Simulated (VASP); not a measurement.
Set up this calculation in VASP 6.6.1, as the native input.

* Task: single point
* Functional: PBEsol
* Dispersion: D4
* Potentials or basis: VASP PAW PBE potentials, release 64 (Ba_sv, S)
* Cutoff: 520 eV
* k mesh: 7 × 7 × 7
* Occupations: fermi-dirac, width 0.05 eV
* Spin: no spin polarisation
* Dipole correction: no
* Further INCAR settings: ALGO = Normal; EDIFF = 1e-06; NBANDS = 15

The structure of BaS lies in POSCAR:

```
BaS
1.0
    0.0000000000      3.1483718198      3.1483718198
    3.1483718198      0.0000000000      3.1483718198
    3.1483718198      3.1483718198      0.0000000000
Ba S
1 1
Direct
    0.0000000000      0.0000000000      0.0000000000
    0.5000000000      0.5000000000      0.5000000000
```

These files were run (other wordings do the same):

INCAR

```
SYSTEM = BaS
ALGO = Normal
EDIFF = 1E-6
ENCUT = 520
GGA = PS
ISIF = 2
ISMEAR = -1
IVDW = 13
LASPH = .TRUE.
LCHARG = .FALSE.
LREAL = .FALSE.
LWAVE = .FALSE.
NBANDS = 15
NELM = 80
PREC = Accurate
SIGMA = 0.05
```

KPOINTS

```
k-points
0
G
  7 7 7
  0 0 0
```

Potentials or basis: VASP PAW PBE potentials, release 64 (Ba_sv, S).

The run is started by

```console
$ cat potpaw_PBE.64/Ba_sv/POTCAR potpaw_PBE.64/S/POTCAR > POTCAR
$ mpirun -np 1 vasp_std > vasp.out
```

Results of the run:

| Item | Value |
| --- | --- |
| Pressure | 0.7 GPa |
| Band gap on the k mesh | 1.96 eV, indirect (least direct gap 2.09 eV) |
| Dispersion energy per atom | -0.149 eV |

Caveat: the PAW data sets were made with another functional, which shifts forces and pressure a little; spin-orbit coupling is left out, which moves the levels of the heavy elements.

Wall time 12 s on 1 thread of Intel Xeon 6975P-C, with other jobs on the host, peak memory 0.21 GiB.
